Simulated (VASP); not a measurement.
# AlRu (P4/mmm) in VASP: further runs, part 2 of 3

VASP 6.6.1.

### 3 Single point, PBE (strain +0.0100 x Voigt [0, 0, 1, 0, 0, 0])

INCAR reads:

```
SYSTEM = AlRu
PREC = Accurate ; ENCUT = 520
EDIFF = 1E-6 ; ISMEAR = 0
SIGMA = 0.15 ; LREAL = .FALSE.
LASPH = .TRUE. ; NELM = 80
ALGO = Fast ; ISIF = 2
LWAVE = .FALSE. ; LCHARG = .FALSE.
GGA = PE ; NBANDS = 16
```

KPOINTS reads:

```
regular mesh
0
G
  16 16 16
  0 0 0
```

POSCAR reads:

```
AlRu
1.0
    2.9916000000      0.0000000000      0.0000000000
    0.0000000000      2.9916000000      0.0000000000
    0.0000000000      0.0000000000      3.0215160000
Al Ru
1 1
Direct
    0.0000000000      0.0000000000      0.0000000000
    0.5000000000      0.5000000000      0.5000000000
```

Potentials or basis: VASP PAW PBE potentials, release 64 (Al, Ru_pv).

Started as:

```console
> cat potpaw_PBE.64/Al/POTCAR potpaw_PBE.64/Ru_pv/POTCAR > POTCAR
> mpirun -np 1 vasp_std > vasp.out
```

OUTCAR:

```text
SYSTEM = AlRu
   PREC = Accurate
   ENCUT = 520
   EDIFF = 1E-6
   ISMEAR = 0
   LREAL = .FALSE.
   LASPH = .TRUE.
   NELM = 80
   ISIF = 2
   GGA = PE

 ion  position               nearest neighbor table
   1  0.000  0.000  0.000-   2 2.60   2 2.60   2 2.60   2 2.60   2 2.60   2 2.60   2 2.60   2 2.60

   2  0.500  0.500  0.500-   1 2.60   1 2.60   1 2.60   1 2.60   1 2.60   1 2.60   1 2.60   1 2.60

  LATTYP: Found a simple tetragonal cell.
 ALAT       =     2.9916000000
 C/A-ratio  =     1.0100000000

  Lattice vectors:

 A1 = (   2.9916000000,   0.0000000000,   0.0000000000)
 A2 = (   0.0000000000,   2.9916000000,   0.0000000000)
 A3 = (   0.0000000000,   0.0000000000,   3.0215160000)

Analysis of symmetry for initial positions (statically):
=====================================================================
 Subroutine PRICEL returns:
 Original cell was already a primitive cell.

 Routine SETGRP: Setting up the symmetry group for a
 simple tetragonal supercell.

 Subroutine GETGRP returns: Found 16 space group operations
 (whereof 16 operations were pure point group operations)
 out of a pool of 16 trial point group operations.

The static configuration has the point symmetry D_4h.

Analysis of symmetry for dynamics (positions and initial velocities):
=====================================================================
 Subroutine PRICEL returns:
 Original cell was already a primitive cell.

 Routine SETGRP: Setting up the symmetry group for a
 simple tetragonal supercell.

 Subroutine GETGRP returns: Found 16 space group operations
 (whereof 16 operations were pure point group operations)
 out of a pool of 16 trial point group operations.

The dynamic configuration has the point symmetry D_4h.

 Subroutine INISYM returns: Found 16 space group operations
 (whereof 16 operations are pure point group operations),
 and found     1 'primitive' translations

----------------------------------------------------------------------------------------

                                     Primitive cell

  volume of cell :      27.0416

  direct lattice vectors                    reciprocal lattice vectors
     2.991600000  0.000000000  0.000000000     0.334269287  0.000000000  0.000000000
     0.000000000  2.991600000  0.000000000     0.000000000  0.334269287  0.000000000
     0.000000000  0.000000000  3.021516000     0.000000000  0.000000000  0.330959690

  length of vectors
     2.991600000  2.991600000  3.021516000     0.334269287  0.334269287  0.330959690

  position of ions in fractional coordinates (direct lattice)
     0.000000000  0.000000000  0.000000000
     0.500000000  0.500000000  0.500000000

  ion indices of the primitive-cell ions
   primitive index   ion index
                 1           1
                 2           2

----------------------------------------------------------------------------------------

 KPOINTS: regular mesh

Automatic generation of k-mesh.
 Grid dimensions read from file:
 generate k-points for:   16   16   16

 Generating k-lattice:

  Cartesian coordinates                     Fractional coordinates (reciprocal lattice)
     0.020891830  0.000000000  0.000000000     0.062500000  0.000000000  0.000000000
     0.000000000  0.020891830  0.000000000     0.000000000  0.062500000  0.000000000
     0.000000000  0.000000000  0.020684981     0.000000000  0.000000000  0.062500000

  Length of vectors
     0.020891830  0.020891830  0.020684981

  Shift w.r.t. Gamma in fractional coordinates (k-lattice)
     0.000000000  0.000000000  0.000000000

 Subroutine IBZKPT returns following result:
 ===========================================

 Found    405 irreducible k-points:

 Following reciprocal coordinates:
            Coordinates               Weight
  0.000000  0.000000  0.000000      1.000000
  0.062500  0.000000  0.000000      4.000000
  0.125000  0.000000  0.000000      4.000000
  0.187500  0.000000  0.000000      4.000000
  0.250000  0.000000  0.000000      4.000000
  0.312500  0.000000  0.000000      4.000000
[... 16 lines left out ...]
  0.437500  0.125000  0.000000      8.000000
  0.500000  0.125000  0.000000      4.000000
 [... further k-points ...]
   k-points           NKPTS =    405   k-points in BZ     NKDIM =    405   number of bands    NBANDS=     16
   number of dos      NEDOS =    301   number of ions     NIONS =      2
   total plane-waves  NPLWV =  13824
   dimension x,y,z NGX =    24 NGY =   24 NGZ =   24
   dimension x,y,z NGXF=    48 NGYF=   48 NGZF=   48
   ions per type =               1   1
   NGX,Y,Z   is equivalent  to a cutoff of  13.34, 13.34, 13.20 a.u.
   NGXF,Y,Z  is equivalent  to a cutoff of  26.67, 26.67, 26.41 a.u.
 SYSTEM =  AlRu
   PREC   = accura    normal or accurate (medium, high low for compatibility)
   ISTART =      0    job   : 0-new  1-cont  2-samecut
   ICHARG =      2    charge: 1-file 2-atom 10-const
   ISPIN  =      1    spin polarized calculation?
   LNONCOLLINEAR =      F non collinear calculations
   LSORBIT =      F    spin-orbit coupling
   LASPH  =      T    aspherical Exc in radial PAW
   ENCUT  =  520.0 eV  38.22 Ry    6.18 a.u.   5.56  5.56  5.62*2*pi/ulx,y,z
   NELM   =     80;   NELMIN=  2; NELMDL= -5     # of ELM steps
   EDIFF  = 0.1E-05   stopping-criterion for ELM
   LREAL  =      F    real-space projection
[... 7 lines left out ...]
   TEBEG  =    0.0;   TEEND  =   0.0 temperature during run
   PSTRESS=    0.0 pullay stress
   NELECT =      17.0000    total number of electrons
   NUPDOWN=      -1.0000    fix difference up-down
   EMIN   =  10.00;   EMAX   =-10.00  energy-range for DOS
   EFERMI =   0.00;   METHOD = LEGACY
   ISMEAR =     0;   SIGMA  =   0.15  broadening in eV -4-tet -1-fermi 0-gaus
   EFERMI_NEDOS =   21; number of points for ismear=-14 and -15
   IALGO  =     68    algorithm
   IMIX   =      4    mixing-type and parameters
     AMIX     =   0.40;   BMIX     =  1.00
     AMIX_MAG =   1.60;   BMIX_MAG =  1.00
  volume/ion in A,a.u.               =      13.52        91.24
  Fermi-wavevector in a.u.,A,eV,Ry     =   1.402428  2.650204 26.759987  1.966804
  Thomas-Fermi vector in A             =   2.525190
   LORBIT       =      0    0 simple, 1 ext, 2 COOP (PROOUT), +10 PAW based schemes
   GGA     = PE    functional components
   LHFCALC =     F    Hartree Fock is set to
   AEXX    =    0.0000 exact exchange contribution
   IVDW    =     0    specifies the selected vdW correction
   LEPSILON=     F    determine dielectric tensor
   LRPA    =     F    only Hartree local field effects (RPA)
 non-spin polarized calculation
 RMM-DIIS sequential band-by-band and
 Gauss-broadening in eV      SIGMA  =   0.15
  energy-cutoff  :      520.00
  volume of cell :       27.04
 maximum number of plane-waves:       743
 NGX is ok and might be reduce to    24
   NGX = 11   NGY = 11   NGZ = 11

 number of electron      16.9999996 magnetization

 Free energy of the ion-electron system (eV)
  ---------------------------------------------------
  ext. energy  EPLUGINS =         0.00000000
  ---------------------------------------------------
  free energy    TOTEN  =       -14.26622239 eV

  energy without entropy =      -14.24696764  energy(sigma->0) =      -14.25659501

 E-fermi :  10.5928     XC(G=0): -12.5150

 val. band max:       10.5851771401   @ k =   0.3750   0.0625   0.1250
 cond. band min:      10.5936271024   @ k =   0.5000   0.1250   0.4375
 fundamental gap:      0.0084499623
 Fermi energy:        10.5928157349

 k-point     1 :       0.0000    0.0000    0.0000
  band No.  band energies     occupation
      1     -31.1930      2.00000
      2     -31.1816      2.00000
      3     -31.1816      2.00000
      4       0.9605      2.00000
      5       7.0629      2.00000
      6       7.0672      2.00000
[... 8 lines left out ...]
     15      22.7057      0.00000
     16      25.5006      0.00000
[... 419 lines left out ...]
 k-point    24 :       0.5000    0.1250    0.0000
  band No.  band energies     occupation
      1     -31.3855      2.00000
      2     -31.1934      2.00000
      3     -31.1724      2.00000
      4       5.0864      2.00000
      5       5.1179      2.00000
      6       8.0351      2.00000
[... 8 lines left out ...]
     15      22.7071      0.00000
     16      22.7520      0.00000

 [... further k-points ...]

------------------------ aborting loop because EDIFF is reached ----------------------------------------

  FORCE on cell =-STRESS in cart. coord.  units (eV):
  Direction    XX          YY          ZZ          XY          YZ          ZX
  --------------------------------------------------------------------------------------
  -------------------------------------------------------------------------------------
  Total        0.1822083      0.1822083     -0.0984611      0.0000000     -0.0000000      0.0000000
  in kB       10.7955982     10.7955982     -5.8336891      0.0000000     -0.0000000      0.0000000
  external PRESSURE =       5.2525024 kB  Pullay stress =       0.0000000 kB

 VOLUME and BASIS-vectors are now :
 -----------------------------------------------------------------------------
  energy-cutoff  :      520.00
  volume of cell :       27.04
      direct lattice vectors                 reciprocal lattice vectors
     2.991600000  0.000000000  0.000000000     0.334269287  0.000000000  0.000000000
     0.000000000  2.991600000  0.000000000     0.000000000  0.334269287  0.000000000
     0.000000000  0.000000000  3.021516000     0.000000000  0.000000000  0.330959690

 POSITION                                       TOTAL-FORCE (eV/Angst)
 -----------------------------------------------------------------------------------
      0.00000      0.00000      0.00000         0.000000      0.000000      0.000000
      1.49580      1.49580      1.51076         0.000000      0.000000      0.000000
 -----------------------------------------------------------------------------------
    total drift:                                0.000000     -0.000000     -0.000000

  FREE ENERGIE OF THE ION-ELECTRON SYSTEM (eV)
  ---------------------------------------------------
  free  energy   TOTEN  =       -14.2662223888 eV

  energy  without entropy=      -14.2469676386  energy(sigma->0) =      -14.25659501
```

OSZICAR:

```text
N       E                     dE             d eps       ncg     rms          rms(c)
DAV:   1     0.116571723055E+03    0.11657E+03   -0.91283E+03 13224   0.986E+02
DAV:   2    -0.130280461557E+02   -0.12960E+03   -0.12356E+03 15272   0.293E+02
DAV:   3    -0.149224226851E+02   -0.18944E+01   -0.18887E+01 16560   0.369E+01
DAV:   4    -0.149363702146E+02   -0.13948E-01   -0.13926E-01 16280   0.333E+00
DAV:   5    -0.149365740355E+02   -0.20382E-03   -0.20351E-03 15872   0.384E-01    0.120E+01
RMM:   6    -0.143533119442E+02    0.58326E+00   -0.20158E+00 13276   0.111E+01    0.234E+00
RMM:   7    -0.142807389814E+02    0.72573E-01   -0.12996E-01 13599   0.291E+00    0.194E+00
RMM:   8    -0.142664092909E+02    0.14330E-01   -0.15264E-02 14242   0.921E-01    0.189E-01
RMM:   9    -0.142662262658E+02    0.18303E-03   -0.10799E-03 14659   0.273E-01    0.121E-01
RMM:  10    -0.142662230665E+02    0.31993E-05   -0.12294E-04 15343   0.104E-01    0.169E-02
RMM:  11    -0.142662232735E+02   -0.20700E-06   -0.27948E-05 15425   0.436E-02    0.185E-02
RMM:  12    -0.142662223888E+02    0.88473E-06   -0.77433E-06 14421   0.234E-02
   1 F= -.14266222E+02 E0= -.14256595E+02  d E =-.192548E-01
```

stdout:

```text
POSCAR found type information on POSCAR AlRu
 POSCAR found :  2 types and       2 ions
 scaLAPACK will be used
 LDA part: xc-table for (Slater+PW92), standard interpolation
 POSCAR, INCAR and KPOINTS ok, starting setup
 FFT: planning ... GRIDC
 FFT: planning ... GRID_SOFT
 FFT: planning ... GRID
 WAVECAR not read
 entering main loop
```

Run time: 74 s. Hardware: 1 thread of Intel Xeon 6975P-C, shared host; peak memory 0.28 GiB.

What came out:

| Quantity | Value |
| --- | --- |
| Free energy | -14.2662 eV |
| Pressure | 0.5 GPa |

Stress tensor (GPa, compression positive):
```
 1.08  0.00  0.00
 0.00  1.08  0.00
 0.00  0.00 -0.58
```

Levels at points of the mesh, in eV from the Fermi level:
```tsv
k point	band 5	band 6	band 7	band 8	band 9	band 10	band 11	band 12	band 13	band 14
(0.00, 0.00, 0.00)	-3.53	-3.53	0.14	0.14	0.20	5.81	6.12	6.12	10.88	10.92
(0.50, 0.00, 0.00)	-5.45	-2.73	-1.67	-1.56	0.40	2.30	7.43	10.79	11.05	12.50
(0.50, 0.50, 0.00)	-3.01	-1.34	-1.34	-1.22	-1.22	1.54	5.32	6.16	10.35	12.14
(0.00, 0.00, 0.50)	-5.56	-2.76	-1.55	-1.55	0.44	2.13	7.44	11.05	11.05	12.61
(0.50, 0.00, 0.50)	-3.05	-1.43	-1.36	-1.15	-1.12	1.47	5.19	6.10	10.58	12.12
(0.50, 0.50, 0.50)	-4.59	-4.59	1.55	1.62	2.50	4.06	4.12	4.12	8.38	8.38
```

Caveat: the cell differs from its parent crystal (strain +0.0100 x Voigt [0, 0, 1, 0, 0, 0]).

[end of part 2 of 3]
